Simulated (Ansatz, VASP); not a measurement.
**TiSi2 in VASP and in Ansatz**

```
Ti Si
1.0
     1.72980   -6.62410    0.00000
     1.72980    6.62410    0.00000
     0.00000    0.00000    3.56517
Ti Si
2 4
Direct
  0.10312 0.89688 0.25000
  0.89688 0.10312 0.75000
  0.75031 0.24969 0.25000
  0.24969 0.75031 0.75000
  0.44175 0.55825 0.25000
  0.55825 0.44175 0.75000
```

Alike in both runs: functional PBE; k mesh 7 × 7 × 6; occupations fermi-dirac, width 0.05 eV; no spin polarisation.

|  | VASP | Ansatz |
| --- | --- | --- |
| version | VASP 6.6.1 | Ansatz 0.2.0 |
| potentials or method | VASP PAW PBE potentials, release 64 (Ti_sv, Si) | Ansatz PAW |
| plane-wave cutoff (eV) | 520 | 420 |
| valence electrons in the cell | 40 | 40 |
| task | single point | band structure |

VASP gave:

* gap on the k mesh at the Fermi level (eV): none
* pressure (GPa): 7.8
* traceless stress, the component that is largest in VASP (GPa): -2.02
* rms of the force components (eV/Å): 0.129

Problem. Estimate Ansatz's values.

Solution. gap on the k mesh at the Fermi level (eV): none; pressure (GPa): 7.8; traceless stress, the component that is largest in VASP (GPa): -2.01; rms of the force components (eV/Å): 0.133.

Atom by atom the forces differ by 0.004 eV/Å (rms over components). A gap of «none» marks a metal or a gap that the smearing closes.
